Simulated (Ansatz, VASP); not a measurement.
# Cu3N: VASP beside Ansatz

```xyz
4
Lattice="3.8266 0.0000 0.0000 0.0000 3.8266 0.0000 0.0000 0.0000 3.8266" Properties=species:S:1:pos:R:3 pbc="T T T"
Cu    1.9133    0.0000    0.0000
Cu    0.0000    1.9133    0.0000
Cu    0.0000    0.0000    1.9133
N     0.0000    0.0000    0.0000
```

Alike in both runs: functional PBE; k mesh 10 × 10 × 10; occupations gaussian, width 0.01 eV; no spin polarisation.

Ansatz relaxed the structure, and its values are those at the end. VASP's run is a single point on that final structure, the one shown.

|  | VASP | Ansatz |
| --- | --- | --- |
| version | VASP 6.6.1 | Ansatz 0.2.0 |
| potentials or method | VASP PAW PBE potentials, release 64 (Cu, N), cutoff 600 eV | scalar-relativistic, all-electron LAPW |

VASP gave:

* gap on the k mesh at the Fermi level (eV): 0.24
* least direct gap on the mesh (eV): 0.78
* pressure (GPa): 0.8

Problem. Which values does Ansatz return?

Solution. gap on the k mesh at the Fermi level (eV): 0.21; least direct gap on the mesh (eV): 0.74; pressure (GPa): 0.0.

Ansatz ran all-electron here, and VASP with PAW potentials.
